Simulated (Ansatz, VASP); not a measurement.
**SiC: VASP beside Ansatz**

```xyz
4
Lattice="3.0574 -0.0790 0.0005 -1.5971 2.6965 0.0449 0.0009 0.0856 5.0471" Properties=species:S:1:pos:R:3 pbc="T T T"
Si   -0.1808    1.8091    0.2514
Si    1.8318    0.5409    2.4995
C    -0.4499    2.1695    2.2099
C     1.7210    0.8671    4.0635
```

Change from the starting cell: all atoms moved at random (sigma 0.3 Å a component), cell strained at random (sigma 0.03).

Alike in both runs: task single point; functional r2SCAN; k mesh 12 × 12 × 6; occupations gaussian, width 0.05 eV; no spin polarisation.

```csv
,VASP,Ansatz
version,VASP 6.6.1,Ansatz 0.2.0
potentials or method,"VASP PAW PBE potentials, release 64 (Si, C), cutoff 520 eV","scalar-relativistic, plane waves, PAW"
valence electrons in the cell,16,16
```

VASP gave:

```
gap on the k mesh at the Fermi level (eV)                     : none
pressure (GPa)                                                : 73.5
traceless stress, the component that is largest in VASP (GPa) : 79.02
rms of the force components (eV/Å)                            : 14.315
```

Q: Which values does Ansatz return?

A: gap on the k mesh at the Fermi level (eV): none; pressure (GPa): 75.4; traceless stress, the component that is largest in VASP (GPa): 81.39; rms of the force components (eV/Å): 14.673.

VASP's potentials were made for PBE, not for r2SCAN. Atom by atom the forces differ by 0.379 eV/Å (rms over components). A gap of «none» marks a metal or a gap that the smearing closes. Both programs put the cell under a high pressure, so it lies far from rest at this level. With one functional, cell and mesh, what is left measures potentials, basis and numerics.

Noted on VASP's run: the cell as given lies far from equilibrium.
